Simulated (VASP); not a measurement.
# Ti: single point with PBE

The system is Ti.

```xyz
1
Lattice="-1.6410 1.6410 1.6410 1.6410 -1.6410 1.6410 1.6410 1.6410 -1.6410" Properties=species:S:1:pos:R:3 pbc="T T T"
Ti    0.0000    0.0000    0.0000
```

```yaml
Program: VASP 6.6.1
Task: single point
Functional: PBE
Potentials_or_basis: VASP PAW PBE potentials, release 64 (Ti_sv)
Cutoff: 520 eV
k_mesh: 11 × 11 × 11
Occupations: gaussian, width 0.017 eV
Spin: no spin polarisation
```

| Quantity | Value |
| --- | --- |
| Pressure | -3.1 GPa |
| Band gap on the k mesh | zero (band 6 reaches 8.90 eV, above the bottom of band 7 at 7.33 eV) |

Levels at points of the mesh, in eV from the Fermi level:
```
           k point  band 2  band 3  band 4  band 5  band 6  band 7  band 8  band 9  band 10  band 11
(0.00, 0.00, 0.00)  -32.42  -32.42  -32.42   -5.91    0.99    0.99    0.99    2.71     2.71    17.29
```

Wall time 7.7 s on 1 thread of Intel(R) Xeon(R) Platinum 8559C (Emerald Rapids), with other jobs on the host, peak memory 0.13 GiB.
